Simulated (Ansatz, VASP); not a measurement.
## Two plane-wave programs on TiSi

```
Ti Si
1.0
     1.74630   -2.00167    0.00000
     1.74630    2.00167    0.00000
     0.00000    0.00000    4.04151
Ti Si
1 1
Cartesian
  1.7463 0.0000 0.0000
  0.0000 0.0000 2.0208
```

Alike in both runs: task single point; functional PBEsol; k mesh 24 × 24 × 18; occupations gaussian, width 0.15 eV; no spin polarisation.

|  | VASP | Ansatz |
| --- | --- | --- |
| version | VASP 6.6.1 | Ansatz 0.2.0 |
| potentials or method | VASP PAW PBE potentials, release 64 (Ti_sv, Si), cutoff 520 eV | scalar-relativistic, plane waves, PAW |
| valence electrons in the cell | 16 | 16 |

VASP gave:

- gap on the k mesh at the Fermi level (eV): none
- pressure (GPa): -1.2
- traceless stress, the component that is largest in VASP (GPa): -8.31

Task: Estimate Ansatz's values.

Result: gap on the k mesh at the Fermi level (eV): none; pressure (GPa): -1.2; traceless stress, the component that is largest in VASP (GPa): -8.39.

VASP's potentials were made for PBE, not for PBEsol. A gap of «none» marks a metal or a gap that the smearing closes.
